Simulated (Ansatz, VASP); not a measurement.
NaF in VASP and in Ansatz

```
CELL_PARAMETERS angstrom
0.00000 2.32330 2.32330
2.32330 0.00000 2.32330
2.32330 2.32330 0.00000
ATOMIC_POSITIONS crystal
Na 0.00000 0.00000 0.00000
F 0.50000 0.50000 0.50000
```

Alike in both runs: task single point; functional PBE-based global hybrid; k mesh 6 × 6 × 6; occupations gaussian, width 0.05 eV; no spin polarisation.

|  | VASP | Ansatz |
| --- | --- | --- |
| version | VASP 6.6.1 | Ansatz 0.2.0 |
| potentials or method | VASP PAW PBE potentials, release 64 (Na_pv, F), cutoff 520 eV | scalar-relativistic, plane waves, PAW |
| valence electrons in the cell | 14 | 16 |

|  | VASP | Ansatz | Ansatz less VASP |
| --- | --- | --- | --- |
| gap on the k mesh at the Fermi level (eV) | 8.00 | 8.02 | +0.020 |
| least direct gap on the mesh (eV) | 8.00 | 8.02 | +0.020 |
| pressure (GPa) | 0.5 | 0.5 | 0.00 |

VASP's potentials were made for PBE, not for PBE-based global hybrid. The functional is the same, so the differences come from potentials, cutoffs and numerics. VASP's potentials hold 14 valence electrons a cell and Ansatz's 16, so a difference there can come from the potentials and not from the codes. Ansatz's warnings: stress exchange threshold loose, stress scf threshold loose.
